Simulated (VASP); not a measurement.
A run of VASP 6.6.1 is set up as follows.

Contents of INCAR:

```
PREC = Accurate
ENCUT = 520
EDIFF = 1E-7
ISMEAR = 0
SIGMA = 0.01
LREAL = False
LASPH = True
NELM = 60
ALGO = Normal
ISIF = 2
LWAVE = False
LCHARG = True
GGA = B5
ALDAX = 1.0
AGGAX = 1.0
AGGAC = 1.0
ALDAC = 0.0
LELF = True
LVHAR = True
NBANDS = 12
```

KPOINTS

```
Automatic mesh
0
Gamma
  11 11 11
```

File POSCAR:

```
Ag
1.0
   -0.0403880000      2.0841720000      2.0527140000
    2.0116240000      0.0176180000      1.9947070000
    2.0357300000      2.0502710000     -0.0064870000
Ag
1
Direct
   -0.0021910000      0.0098180000     -0.0082890000
```

Potentials or basis: VASP PAW PBE potentials, release 64 (Ag).

Launch:

```console
$ cat potpaw_PBE.64/Ag/POTCAR > POTCAR
$ mpirun -np 1 vasp_std > vasp.out
```

**Question.** Predict the pressure.

**Answer.** 12.4 GPa.

Stress tensor (GPa, compression positive):
```
12.23  0.11  1.63
 0.11 12.16 -1.16
 1.63 -1.16 12.80
```

Caveat: the cell differs from its parent crystal (the cell strained at random); the PAW data sets were made with another functional, which shifts forces and pressure a little.
